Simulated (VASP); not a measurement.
# GaAs (F-43m) in VASP: further runs

GaAs is run at these levels: PBEsol; tasks: elastic constants.

Everything below comes from runs of VASP 6.6.1. Logs are shortened: lines on timing, memory, paths and dates and some standing lists are left out, and cuts for length are marked.

### Step 1. The cell of the first run

The structure is cubic, space group F-43m (No. 216). The conventional cell has a = 5.379 Å, b = 5.379 Å, c = 5.379 Å, α = 90.00°, β = 90.00°, γ = 90.00°. Ga (site symmetry -43m) has 4 As at 2.33 Å within 3.1 Å. Within 3.1 Å of As (site symmetry -43m) lie 4 Ga at 2.33 Å.

### Step 2. Elastic constants, PBEsol

INCAR

```
ALGO = Normal ; EDIFF = 1E-8
ENCUT = 600 ; GGA = PS
IBRION = 6 ; ISIF = 3
ISMEAR = 0 ; LASPH = T
LCHARG = F ; LREAL = F
LWAVE = F ; NELM = 80
NFREE = 2 ; NSW = 1
POTIM = 0.015 ; PREC = Accurate
SIGMA = 0.01
```

KPOINTS

```
k-points
0
Gamma
  8 8 8
```

POSCAR

```
GaAs
1.0
    0.0000000000      2.6893402374      2.6893402374
    2.6893402374      0.0000000000      2.6893402374
    2.6893402374      2.6893402374      0.0000000000
Ga As
1 1
Direct
    0.0000000000      0.0000000000      0.0000000000
    0.7500000000      0.7500000000      0.7500000000
```

Potentials or basis: VASP PAW PBE potentials, release 64 (Ga_d, As).

Run with:

```sh
> cat potpaw_PBE.64/Ga_d/POTCAR potpaw_PBE.64/As/POTCAR > POTCAR
> mpirun -np 1 vasp_std > vasp.out
```

OUTCAR:

```text
EDIFF = 1E-8
   ENCUT = 600
   GGA = PS
   IBRION = 6
   ISIF = 3
   ISMEAR = 0
   LASPH = T
   LREAL = F
   NELM = 80
   NFREE = 2
   NSW = 1
   POTIM = 0.015
   PREC = Accurate

 ion  position               nearest neighbor table
   1  0.000  0.000  0.000-   2 2.33   2 2.33   2 2.33   2 2.33
   2  0.750  0.750  0.750-   1 2.33   1 2.33   1 2.33   1 2.33

  LATTYP: Found a face centered cubic cell.
 ALAT       =     5.3786804748

  Lattice vectors:

 A1 = (   0.0000000000,   2.6893402374,   2.6893402374)
 A2 = (   2.6893402374,   0.0000000000,   2.6893402374)
 A3 = (   2.6893402374,   2.6893402374,   0.0000000000)

Analysis of symmetry for initial positions (statically):
=====================================================================
 Subroutine PRICEL returns:
 Original cell was already a primitive cell.

 Routine SETGRP: Setting up the symmetry group for a
 face centered cubic supercell.

 Subroutine GETGRP returns: Found 24 space group operations
 (whereof 24 operations were pure point group operations)
 out of a pool of 48 trial point group operations.

The static configuration has the point symmetry T_d .

Analysis of symmetry for dynamics (positions and initial velocities):
=====================================================================
 Subroutine PRICEL returns:
 Original cell was already a primitive cell.

 Routine SETGRP: Setting up the symmetry group for a
 face centered cubic supercell.

 Subroutine GETGRP returns: Found 24 space group operations
 (whereof 24 operations were pure point group operations)
 out of a pool of 48 trial point group operations.

The dynamic configuration has the point symmetry T_d .

 Subroutine INISYM returns: Found 24 space group operations
 (whereof 24 operations are pure point group operations),
 and found     1 'primitive' translations

[... 711 lines left out ...]
  band No.  band energies     occupation
      1      -9.9575      2.00000
      2      -9.7618      2.00000
      3      -9.7494      2.00000
      4      -9.6839      2.00000
      5      -9.6706      2.00000
      6      -5.8916      2.00000
      7      -1.9489      2.00000
      8       1.4740      2.00000
      9       2.9038      2.00000
     10       8.7475      0.00000
     11       9.3121      0.00000
     12      12.1729      0.00000
     13      13.5802      0.00000

 [... further k-points ...]
[... 5 lines left out ...]
  --------------------------------------------------------------------------------------
  -------------------------------------------------------------------------------------
  Total        3.7045162      3.7088981      3.7088981      0.0000000     -0.2113140      0.0000000
  in kB      152.5719980    152.7524702    152.7524702      0.0000000     -8.7030514      0.0000000
  external PRESSURE =     152.6923128 kB  Pullay stress =       0.0000000 kB
[... 17 lines left out ...]
  FREE ENERGIE OF THE ION-ELECTRON SYSTEM (eV)
  ---------------------------------------------------
  free  energy   TOTEN  =        -8.8170902184 eV

  energy  without entropy=       -8.8170902184  energy(sigma->0) =       -8.81709022

 INTERNAL STRAIN TENSORS FROM STRAINED CELLS
 ============================================

 INTERNAL STRAIN TENSOR FOR ION    1 for displacements in x,y,z  (eV/Angst):
          X           Y           Z          XY          YZ          ZX
  --------------------------------------------------------------------------------
  x    -0.00000    -0.00000    -0.00000     0.00000   -14.09119    -0.00000
  y    -0.00000    -0.00000    -0.00000    -0.00000     0.00000   -14.09148
  z    -0.00000    -0.00000     0.00000   -14.09061     0.00000    -0.00000

 INTERNAL STRAIN TENSORS FROM DISPLACED ATOMS
 ============================================

 INTERNAL STRAIN TENSOR FOR ION    1 for displacements in x,y,z  (eV/Angst):
          X           Y           Z          XY          YZ          ZX
  --------------------------------------------------------------------------------
  x     0.00000     0.00000     0.00000     0.00000   -14.09118     0.00000
  y     0.00000     0.00000     0.00000     0.00000     0.00000   -14.09118
  z     0.00000     0.00000     0.00000   -14.09118     0.00000     0.00000

 INTERNAL STRAIN TENSOR FOR ION    2 for displacements in x,y,z  (eV/Angst):
          X           Y           Z          XY          YZ          ZX
  --------------------------------------------------------------------------------
  x     0.00000     0.00000     0.00000     0.00000    14.08492     0.00000
  y     0.00000    -0.00000     0.00000     0.00000     0.00000    14.08492
  z     0.00000     0.00000     0.00000    14.08492     0.00000     0.00000

 Eigenvectors and eigenvalues of the dynamical matrix
 ----------------------------------------------------

   1 f  =    9.467024 THz    59.483069 2PiTHz  315.785945 cm-1    39.152450 meV
             X         Y         Z           dx          dy          dz
      0.000000  0.000000  0.000000     0.000000    0.719531    0.000000
      4.034010  4.034010  4.034010     0.000000   -0.694461    0.000000
[... 21 lines left out ...]
   6 f/i=    0.002343 THz     0.014719 2PiTHz    0.078139 cm-1     0.009688 meV
             X         Y         Z           dx          dy          dz
      0.000000  0.000000  0.000000     0.000000    0.000000   -0.694461
      4.034010  4.034010  4.034010     0.000000    0.000000   -0.719531

--------------------------------------------------------------------------------------------------------

 ELASTIC MODULI CONTR FROM IONIC RELAXATION (kBar)
 Direction    XX          YY          ZZ          XY          YZ          ZX
 --------------------------------------------------------------------------------
 XX          -0.0000      0.0000      0.0000      0.0000     -0.0000      0.0000
 YY           0.0000     -0.0000     -0.0000      0.0000      0.0000      0.0000
 ZZ           0.0000     -0.0000     -0.0000     -0.0000      0.0000      0.0000
 XY           0.0000      0.0000     -0.0000   -617.2055      0.0000      0.0000
 YZ          -0.0000      0.0000      0.0000      0.0000   -617.2055      0.0000
 ZX           0.0000      0.0000      0.0000      0.0000      0.0000   -617.2055
 --------------------------------------------------------------------------------

 TOTAL ELASTIC MODULI (kBar)
 Direction    XX          YY          ZZ          XY          YZ          ZX
 --------------------------------------------------------------------------------
 XX        1570.8350    988.5635    988.5635      0.0000     -0.0000      0.0000
 YY         988.5635   1570.8350    988.5635      0.0000      0.0000      0.0000
 ZZ         988.5635    988.5635   1570.8350     -0.0000      0.0000      0.0000
 XY           0.0000      0.0000     -0.0000    618.4066      0.0000      0.0000
 YZ          -0.0000      0.0000      0.0000      0.0000    618.4066      0.0000
 ZX           0.0000      0.0000      0.0000      0.0000      0.0000    618.4066
 --------------------------------------------------------------------------------
```

OSZICAR:

```text
N       E                     dE             d eps       ncg     rms          rms(c)
DAV:   1     0.854090343752E+02    0.85409E+02   -0.10137E+04   762   0.218E+03
DAV:   2    -0.241348923246E+01   -0.87823E+02   -0.84414E+02   809   0.348E+02
DAV:   3    -0.896865232873E+01   -0.65552E+01   -0.65075E+01   969   0.790E+01
[... 192 lines left out ...]
DAV:   3    -0.881709451955E+01    0.96441E-04   -0.19697E-04  2798   0.185E-01    0.225E-02
DAV:   4    -0.881709022401E+01    0.42955E-05   -0.31531E-05  3118   0.639E-02    0.482E-03
DAV:   5    -0.881709018710E+01    0.36915E-07   -0.41982E-06  2645   0.220E-02    0.845E-04
DAV:   6    -0.881709021677E+01   -0.29675E-07   -0.22315E-07  3100   0.507E-03    0.426E-04
DAV:   7    -0.881709021843E+01   -0.16589E-08   -0.94981E-09  1826   0.105E-03
  17 F= -.88170902E+01 E0= -.88170902E+01  d E =-.306284E-17
```

stdout:

```text
POSCAR found type information on POSCAR GaAs
 POSCAR found :  2 types and       2 ions
 scaLAPACK will be used
 -----------------------------------------------------------------------------
|                                                                             |
|                                                                             |
|     You enforced a specific xc type in the INCAR file but a different       |
|     I HOPE YOU KNOW WHAT YOU ARE DOING!                                     |
|                                                                             |
[... 33 lines left out ...]
 Finite differences progress:
 bond charge predicted
 Finite differences progress:
 bond charge predicted
 Finite differences progress:
 bond charge predicted
 Finite differences progress:
 bond charge predicted
 Finite differences progress:
 bond charge predicted
 Finite differences progress:
```

Run time: 10 min. Hardware: 1 thread of Intel Xeon Platinum 8488C (Sapphire Rapids), shared host; peak memory 0.32 GiB.

Results:

```yaml
Elastic_constants_C11_C12_C44: 157, 99, 62 GPa
Voigt_bulk_modulus: 118 GPa
Highest_phonon_frequency_at_Γ_LO-TO_splitting_left_out: 316 cm⁻¹
```

Phonon frequencies in cm⁻¹ (negative: imaginary):
| q point | frequencies |
| --- | --- |
| (0.000, 0.000, 0.000) | 0 0 0 316 316 316 |

Elastic tensor in Voigt notation (GPa, in the Cartesian axes of the cell as first typed):
```
157  99  99   0   0   0
 99 157  99   0   0   0
 99  99 157   0   0   0
  0   0   0  62   0   0
  0   0   0   0  62   0
  0   0   0   0   0  62
```

Clamped-ion elastic tensor (GPa):
```
157  99  99   0   0   0
 99 157  99   0   0   0
 99  99 157   0   0   0
  0   0   0 124   0   0
  0   0   0   0 124   0
  0   0   0   0   0 124
```

Caveat: the cell is under stress, which shifts elastic constants; the PAW data sets were made with another functional, which shifts forces and pressure a little.

### Step 3. Elastic constants, PBEsol

This run uses another cell than the first one, of 20.26 Å³/atom, 1.042 times its volume.

INCAR

```
SYSTEM = GaAs
  PREC = Accurate
  ENCUT = 600
  EDIFF = 1E-8
  ISMEAR = 0
  SIGMA = 0.01
  LREAL = .FALSE.
  LASPH = .TRUE.
  NELM = 80
  ALGO = Normal
  ISIF = 3
  LWAVE = .FALSE.
  LCHARG = .FALSE.
  GGA = PS
  IBRION = 6
  NFREE = 2
  POTIM = 0.015
  NSW = 1
```

KPOINTS

```
regular mesh
0
G
  8 8 8
  0 0 0
```

POSCAR

```
GaAs
1.0
    0.0000000000      2.7262406153      2.7262406153
    2.7262406153      0.0000000000      2.7262406153
    2.7262406153      2.7262406153      0.0000000000
Ga As
1 1
Direct
    0.0000000000      0.0000000000      0.0000000000
    0.7500000000      0.7500000000      0.7500000000
```

Potentials or basis: VASP PAW PBE potentials, release 64 (Ga_d, As).

Run with:

```sh
> cat potpaw_PBE.64/Ga_d/POTCAR potpaw_PBE.64/As/POTCAR > POTCAR
> mpirun -np 1 vasp_std > vasp.out
```

It took 8.1 min on 1 thread of Intel Xeon Platinum 8488C (Sapphire Rapids), shared host; peak memory 0.33 GiB.

It converged, with:

| Property | Result |
| --- | --- |
| Elastic constants C11, C12, C44 | 143, 83, 61 GPa |
| Voigt bulk modulus | 103 GPa |
| Highest phonon frequency at Γ, LO-TO splitting left out | 301 cm⁻¹ |

Phonon frequencies in cm⁻¹ (negative: imaginary):
```csv
q point,frequencies
"(0.000, 0.000, 0.000)",0 0 0 301 301 301
```

Elastic tensor in Voigt notation (GPa, in the Cartesian axes of the cell as first typed):
```
143  83  83   0   0   0
 83 143  83   0   0   0
 83  83 143   0   0   0
  0   0   0  61   0   0
  0   0   0   0  61   0
  0   0   0   0   0  61
```

Clamped-ion elastic tensor (GPa):
```
143  83  83   0   0   0
 83 143  83   0   0   0
 83  83 143   0   0   0
  0   0   0 109   0   0
  0   0   0   0 109   0
  0   0   0   0   0 109
```

Caveat: the cell is under stress, which shifts elastic constants; the PAW data sets were made with another functional, which shifts forces and pressure a little.

### Step 4. Elastic constants, PBEsol

This run uses another cell than the first one, of 20.84 Å³/atom, 1.072 times its volume.

INCAR

```
PREC = Accurate ; ENCUT = 600
EDIFF = 1E-8 ; ISMEAR = 0
SIGMA = 0.01 ; LREAL = F
LASPH = T ; NELM = 80
ALGO = Normal ; ISIF = 3
LWAVE = F ; LCHARG = F
GGA = PS ; IBRION = 6
NFREE = 2 ; POTIM = 0.015
NSW = 1
```

KPOINTS

```
Automatic mesh
0
Gamma
  8 8 8
```

POSCAR

```
GaAs
1.0
    0.0000000000      2.7520923877      2.7520923877
    2.7520923877      0.0000000000      2.7520923877
    2.7520923877      2.7520923877      0.0000000000
Ga As
1 1
Direct
    0.0000000000      0.0000000000      0.0000000000
    0.7500000000      0.7500000000      0.7500000000
```

Run with:

```sh
> cat potpaw_PBE.64/Ga_d/POTCAR potpaw_PBE.64/As/POTCAR > POTCAR
> mpirun -np 1 vasp_std > vasp.out
```

It took 8.3 min on 1 thread of Intel Xeon Platinum 8488C (Sapphire Rapids), shared host; peak memory 0.33 GiB.

Results (log left out):

```yaml
Elastic_constants_C11_C12_C44: 134, 74, 60 GPa
Voigt_bulk_modulus: 94 GPa
Highest_phonon_frequency_at_Γ_LO-TO_splitting_left_out: 291 cm⁻¹
```

Phonon frequencies in cm⁻¹ (negative: imaginary):
```
              q point        frequencies
(0.000, 0.000, 0.000)  0 0 0 291 291 291
```

Elastic tensor in Voigt notation (GPa, in the Cartesian axes of the cell as first typed):
```
134  74  74   0   0   0
 74 134  74   0   0   0
 74  74 134   0   0   0
  0   0   0  60   0   0
  0   0   0   0  60   0
  0   0   0   0   0  60
```

Clamped-ion elastic tensor (GPa):
```
134  74  74   0   0   0
 74 134  74   0   0   0
 74  74 134   0   0   0
  0   0   0  99   0   0
  0   0   0   0  99   0
  0   0   0   0   0  99
```

Caveat: the cell is under stress, which shifts elastic constants; the PAW data sets were made with another functional, which shifts forces and pressure a little.

(Part 1 of 2 ends here.)
